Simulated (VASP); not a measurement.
Wanted: the native input for a VASP 6.6.1 run.

| Quantity | Value |
| --- | --- |
| Task | single point |
| Functional | PBE |
| Potentials or basis | VASP PAW PBE potentials, release 64 (Pd) |
| Cutoff | 520 eV |
| k mesh | 12 × 12 × 12 |
| Occupations | gaussian, width 0.027 eV |
| Spin | no spin polarisation |
| Dipole correction | no |
| Further INCAR settings | ALGO = Normal; EDIFF = 1e-07; NBANDS = 11 |

The structure of Pd lies in POSCAR:

```
Pd
1.0
   -1.5722810000      1.5722810000      1.5722810000
    1.5722810000     -1.5722810000      1.5722810000
    1.5722810000      1.5722810000     -1.5722810000
Pd
1
Direct
    0.0000000000      0.0000000000      0.0000000000
```

The input as run:

INCAR

```
PREC = Accurate
ENCUT = 520
EDIFF = 1E-7
ISMEAR = 0
SIGMA = 0.027000000000000003
LREAL = False
LASPH = True
NELM = 100
ALGO = Normal
ISIF = 2
LWAVE = False
LCHARG = False
GGA = PE
NBANDS = 11
```

KPOINTS

```
regular mesh
0
Gamma
  12 12 12
```

Potentials or basis: VASP PAW PBE potentials, release 64 (Pd).

Launch:

```sh
$ cat potpaw_PBE.64/Pd/POTCAR > POTCAR
$ mpirun -np 1 vasp_std > vasp.out
```

Results of the run:

```yaml
Pressure: -1.5 GPa
Band_gap_on_the_k_mesh: zero (band 5 reaches 9.47 eV, above the bottom of band 6 at 7.93 eV)
```

It took 4.8 s on 1 thread of Intel(R) Xeon(R) 6975P-C (Granite Rapids) (shared host), peak memory 0.13 GiB.
